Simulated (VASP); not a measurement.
# VOs (P-6m2) in VASP: further runs

The runs below take VOs through single point, with LDA.

Program: VASP 6.6.1. These are calculated values, not measurements. Logs are shortened: lines on timing, memory, paths and dates and some standing lists are left out, and cuts for length are marked.

## (1) The cell of the first run

The structure is hexagonal, space group P-6m2 (No. 187). The conventional cell has a = 2.763 Å, b = 2.763 Å, c = 4.258 Å, α = 90.00°, β = 90.00°, γ = 120.00°. V (site symmetry -6m2) has 6 Os at 2.66 Å and 6 V at 2.76 Å within 3.5 Å. Within 3.5 Å of Os (site symmetry -6m2) lie 6 V at 2.66 Å and 6 Os at 2.76 Å.

## (2) Single point, LDA, collinear spin, ferromagnetic start

The input, INCAR:

```
SYSTEM = VOs
PREC = Accurate
ENCUT = 520
EDIFF = 1E-7
ISMEAR = -1
SIGMA = 0.1
LREAL = .False.
LASPH = .True.
NELM = 150
ALGO = Normal
ISIF = 2
LWAVE = .False.
LCHARG = .False.
ISPIN = 2
MAGMOM = 0.59 0.04
LORBIT = 11
NUPDOWN = 0.7
LMAXMIX = 4
NBANDS = 22
```

The input, KPOINTS:

```
Automatic mesh
0
Gamma
  11 11 7
  0 0 0
```

The input, POSCAR:

```
VOs
1.0
    2.7634120100      0.0000000000      0.0000000000
   -1.3817060000      2.3931850000      0.0000000000
    0.0000000000      0.0000000000      4.2580210000
V Os
1 1
Direct
    0.6666666687      0.3333333278      0.0000000000
    0.0000000000      0.0000000000      0.5000000000
```

Potentials or basis: VASP PAW LDA potentials, release 64 (V_sv, Os).

Launch:

```console
$ cat potpaw_LDA.64/V_sv/POTCAR potpaw_LDA.64/Os/POTCAR > POTCAR
$ mpirun -np 1 vasp_std > vasp.out
```

OUTCAR:

```text
SYSTEM = VOs
   PREC = Accurate
   ENCUT = 520
   EDIFF = 1E-7
   ISMEAR = -1
   LREAL = .False.
   LASPH = .True.
   NELM = 150
   ISIF = 2
   ISPIN = 2
   LORBIT = 11
   NUPDOWN = 0.7

 ion  position               nearest neighbor table
   1  0.667  0.333  0.000-   2 2.66   2 2.66   2 2.66   2 2.66   2 2.66   2 2.66
   2  0.000  0.000  0.500-   1 2.66   1 2.66   1 2.66   1 2.66   1 2.66   1 2.66

  LATTYP: Found a hexagonal cell.
 ALAT       =     2.7634120100
 C/A-ratio  =     1.5408563705

  Lattice vectors:

 A1 = (   2.7634120100,   0.0000000000,   0.0000000000)
 A2 = (  -1.3817060000,   2.3931850000,   0.0000000000)
 A3 = (   0.0000000000,   0.0000000000,   4.2580210000)

Analysis of symmetry for initial positions (statically):
=====================================================================
 Subroutine PRICEL returns:
 Original cell was already a primitive cell.

 Routine SETGRP: Setting up the symmetry group for a
 hexagonal supercell.

 Subroutine GETGRP returns: Found 12 space group operations
 (whereof 12 operations were pure point group operations)
 out of a pool of 24 trial point group operations.

The static configuration has the point symmetry D_3h.

Analysis of symmetry for dynamics (positions and initial velocities):
=====================================================================
 Subroutine PRICEL returns:
 Original cell was already a primitive cell.

 Routine SETGRP: Setting up the symmetry group for a
 hexagonal supercell.

 Subroutine GETGRP returns: Found 12 space group operations
 (whereof 12 operations were pure point group operations)
 out of a pool of 24 trial point group operations.

The dynamic configuration has the point symmetry D_3h.

Analysis of structural, dynamic, and magnetic symmetry:
=====================================================================
 Subroutine PRICEL returns:
 Original cell was already a primitive cell.

 Routine SETGRP: Setting up the symmetry group for a
 hexagonal supercell.

 Subroutine GETGRP returns: Found 12 space group operations
 (whereof 12 operations were pure point group operations)
 out of a pool of 24 trial point group operations.

The overall configuration has the point symmetry D_3h.

 Subroutine INISYM returns: Found 12 space group operations
 (whereof 12 operations are pure point group operations),
 and found     1 'primitive' translations

----------------------------------------------------------------------------------------

                                     Primitive cell

  volume of cell :      28.1598

  direct lattice vectors                    reciprocal lattice vectors
     2.763412010  0.000000000  0.000000000     0.361871482  0.208926597  0.000000000
    -1.381706000  2.393185000  0.000000000     0.000000000  0.417853196  0.000000000
     0.000000000  0.000000000  4.258021000     0.000000000  0.000000000  0.234850885

  length of vectors
     2.763412010  2.763412006  4.258021000     0.417853195  0.417853196  0.234850885

  position of ions in fractional coordinates (direct lattice)
     0.666666669  0.333333328  0.000000000
     0.000000000  0.000000000  0.500000000

  ion indices of the primitive-cell ions
   primitive index   ion index
                 1           1
                 2           2

----------------------------------------------------------------------------------------

 KPOINTS: Automatic mesh

Automatic generation of k-mesh.
 Grid dimensions read from file:
 generate k-points for:   11   11    7

 Generating k-lattice:

  Cartesian coordinates                     Fractional coordinates (reciprocal lattice)
     0.032897407  0.018993327  0.000000000     0.090909091 -0.000000000  0.000000000
     0.000000000  0.037986654  0.000000000     0.000000000  0.090909091  0.000000000
     0.000000000  0.000000000  0.033550126     0.000000000  0.000000000  0.142857143

  Length of vectors
     0.037986654  0.037986654  0.033550126

  Shift w.r.t. Gamma in fractional coordinates (k-lattice)
     0.000000000  0.000000000  0.000000000

 Subroutine IBZKPT returns following result:
 ===========================================

 Found     64 irreducible k-points:

 Following reciprocal coordinates:
            Coordinates               Weight
  0.000000  0.000000  0.000000      1.000000
  0.090909  0.000000  0.000000      6.000000
  0.181818  0.000000  0.000000      6.000000
  0.272727  0.000000  0.000000      6.000000
  0.363636  0.000000  0.000000      6.000000
  0.454545  0.000000  0.000000      6.000000
[... 16 lines left out ...]
  0.090909  0.090909  0.142857     12.000000
  0.181818  0.090909  0.142857     24.000000
 [... further k-points ...]
   k-points           NKPTS =     64   k-points in BZ     NKDIM =     64   number of bands    NBANDS=     22
   number of dos      NEDOS =    301   number of ions     NIONS =      2
   total plane-waves  NPLWV =  18432
   dimension x,y,z NGX =    24 NGY =   24 NGZ =   32
   dimension x,y,z NGXF=    48 NGYF=   48 NGZF=   64
   ions per type =               1   1
   NGX,Y,Z   is equivalent  to a cutoff of  14.44, 14.44, 12.49 a.u.
   NGXF,Y,Z  is equivalent  to a cutoff of  28.88, 28.88, 24.99 a.u.
 SYSTEM =  VOs
   PREC   = accura    normal or accurate (medium, high low for compatibility)
   ISTART =      0    job   : 0-new  1-cont  2-samecut
   ICHARG =      2    charge: 1-file 2-atom 10-const
   ISPIN  =      2    spin polarized calculation?
   LNONCOLLINEAR =      F non collinear calculations
   LSORBIT =      F    spin-orbit coupling
   LASPH  =      T    aspherical Exc in radial PAW
   ENCUT  =  520.0 eV  38.22 Ry    6.18 a.u.   5.14  5.14  7.92*2*pi/ulx,y,z
   NELM   =    150;   NELMIN=  2; NELMDL= -5     # of ELM steps
   EDIFF  = 0.1E-06   stopping-criterion for ELM
   LREAL  =      F    real-space projection
   EDIFFG = 0.1E-05   stopping-criterion for IOM
   NSW    =      0    number of steps for IOM
   IBRION =     -1    ionic relax: 0-MD 1-quasi-New 2-CG
   NFREE  =      0    steps in history (QN), initial steepest desc. (CG)
   ISIF   =      2    stress and relaxation
   ISYM   =      2    0-nonsym 1-usesym 2-fastsym
   POTIM  = 0.5000    time-step for ionic-motion
   TEBEG  =    0.0;   TEEND  =   0.0 temperature during run
   PSTRESS=    0.0 pullay stress
   NELECT =      21.0000    total number of electrons
   NUPDOWN=       0.7000    fix difference up-down
   EMIN   =  10.00;   EMAX   =-10.00  energy-range for DOS
   EFERMI =   0.00;   METHOD = LEGACY
   ISMEAR =    -1;   SIGMA  =   0.10  broadening in eV -4-tet -1-fermi 0-gaus
   EFERMI_NEDOS =   21; number of points for ismear=-14 and -15
   IALGO  =     38    algorithm
   IMIX   =      4    mixing-type and parameters
     AMIX     =   0.40;   BMIX     =  1.00
     AMIX_MAG =   1.60;   BMIX_MAG =  1.00
  volume/ion in A,a.u.               =      14.08        95.02
  Fermi-wavevector in a.u.,A,eV,Ry     =   1.484584  2.805456 29.987088  2.203989
  Thomas-Fermi vector in A             =   2.598102
   LORBIT       =     11    0 simple, 1 ext, 2 COOP (PROOUT), +10 PAW based schemes
   GGA     = CA    functional components
   LHFCALC =     F    Hartree Fock is set to
   AEXX    =    0.0000 exact exchange contribution
   IVDW    =     0    specifies the selected vdW correction
   LEPSILON=     F    determine dielectric tensor
   LRPA    =     F    only Hartree local field effects (RPA)
 spin polarized calculation
  energy-cutoff  :      520.00
  volume of cell :       28.16
 maximum number of plane-waves:       769
 NGX is ok and might be reduce to    24
   NGX = 11   NGY = 11   NGZ = 15

 number of electron      20.9999997 magnetization       0.6999998

 Free energy of the ion-electron system (eV)
  ---------------------------------------------------
  ext. energy  EPLUGINS =         0.00000000
  ---------------------------------------------------
  free energy    TOTEN  =       -22.54326119 eV

  energy without entropy =      -22.44450286  energy(sigma->0) =      -22.49388203

 E-fermi :   8.9670     XC(G=0): -13.5608

 val. band max:        9.0779501983   @ k =   0.3636   0.1818   0.1429
 cond. band min:       8.9833721132   @ k =   0.0000   0.0000   0.0000
 fundamental gap:     -0.0945780850
 Fermi energy:         9.0804139085

 spin component 1

 k-point     1 :       0.0000    0.0000    0.0000
  band No.  band energies     occupation
      1     -54.4825      1.00000
      2     -28.7441      1.00000
      3     -28.4647      1.00000
      4     -28.4647      1.00000
      5       0.1185      1.00000
      6       3.5975      1.00000
[... 14 lines left out ...]
     21      30.5640      0.00000
     22      30.5640      0.00000

 k-point     2 :       0.0909    0.0000    0.0000
  band No.  band energies     occupation
      1     -54.4756      1.00000
      2     -28.7392      1.00000
      3     -28.5069      1.00000
      4     -28.4743      1.00000
      5       0.4346      1.00000
      6       3.8082      1.00000
[... 542 lines left out ...]
 k-point    24 :       0.1818    0.0909    0.1429
  band No.  band energies     occupation
      1     -54.4411      1.00000
      2     -28.7178      1.00000
      3     -28.7022      1.00000
      4     -28.5306      1.00000
      5       2.2256      1.00000
      6       4.7436      1.00000
[... 14 lines left out ...]
     21      27.9037      0.00000
     22      29.7735      0.00000

 [... further k-points ...]

 spin component 2

 k-point     1 :       0.0000    0.0000    0.0000
  band No.  band energies     occupation
      1     -54.0092      1.00000
      2     -28.3174      1.00000
      3     -27.9798      1.00000
      4     -27.9798      1.00000
      5       0.2415      1.00000
      6       3.7623      1.00000
[... 14 lines left out ...]
     21      30.7624      0.00000
     22      30.7624      0.00000

 k-point     2 :       0.0909    0.0000    0.0000
  band No.  band energies     occupation
      1     -54.0022      1.00000
      2     -28.3124      1.00000
      3     -28.0224      1.00000
      4     -27.9895      1.00000
      5       0.5597      1.00000
      6       3.9691      1.00000
[... 542 lines left out ...]
 k-point    24 :       0.1818    0.0909    0.1429
  band No.  band energies     occupation
      1     -53.9676      1.00000
      2     -28.2902      1.00000
      3     -28.2200      1.00000
      4     -28.0463      1.00000
      5       2.3559      1.00000
      6       4.8849      1.00000
[... 14 lines left out ...]
     21      28.0586      0.00000
     22      29.9080      0.00000

 [... further k-points ...]
[... 5 lines left out ...]
  --------------------------------------------------------------------------------------
  -------------------------------------------------------------------------------------
  Total       -2.4836995     -2.4836995     -2.7923490     -0.0000000      0.0000000      0.0000000
  in kB     -141.3122869   -141.3122867   -158.8731725     -0.0000003      0.0000000      0.0000000
  external PRESSURE =    -147.1659154 kB  Pullay stress =       0.0000000 kB

 VOLUME and BASIS-vectors are now :
 -----------------------------------------------------------------------------
  energy-cutoff  :      520.00
  volume of cell :       28.16
      direct lattice vectors                 reciprocal lattice vectors
     2.763412010  0.000000000  0.000000000     0.361871482  0.208926597  0.000000000
    -1.381706000  2.393185000  0.000000000     0.000000000  0.417853196  0.000000000
     0.000000000  0.000000000  4.258021000     0.000000000  0.000000000  0.234850885

 POSITION                                       TOTAL-FORCE (eV/Angst)
 -----------------------------------------------------------------------------------
      1.38171      0.79773      0.00000        -0.000000      0.000000      0.000000
      0.00000      0.00000      2.12901         0.000000      0.000000      0.000000
 -----------------------------------------------------------------------------------
    total drift:                               -0.000023      0.000023     -0.000000

  FREE ENERGIE OF THE ION-ELECTRON SYSTEM (eV)
  ---------------------------------------------------
  free  energy   TOTEN  =       -22.5432611933 eV

  energy  without entropy=      -22.4445028569  energy(sigma->0) =      -22.49388203

 total charge

# of ion       s       p       d       tot
------------------------------------------
    1        2.322   6.226   3.081  11.629
    2        0.686   0.650   6.233   7.569
--------------------------------------------------
tot          3.008   6.876   9.314  19.198

 magnetization (x)

# of ion       s       p       d       tot
------------------------------------------
    1        0.007   0.021   0.513   0.541
    2       -0.001   0.032   0.037   0.069
--------------------------------------------------
tot          0.006   0.053   0.550   0.610
```

Run time: 56 s. Hardware: 1 thread of Intel Xeon Platinum 8488C (Sapphire Rapids), shared host; peak memory 0.19 GiB.

What came out:

```
Free energy                                           : -22.5433 eV
Pressure                                              : -14.7 GPa
Net moment                                            : 0.70 μB per cell
Site moments                                          : V +0.54; Os +0.07 μB
Valence electrons inside the program's atomic spheres : V 11.63; Os 7.57
```

Caveat: spin-orbit coupling is left out, which moves the levels of the heavy elements; the total moment is fixed, so each spin has its own Fermi level.

(Part 1 of 2 ends here.)
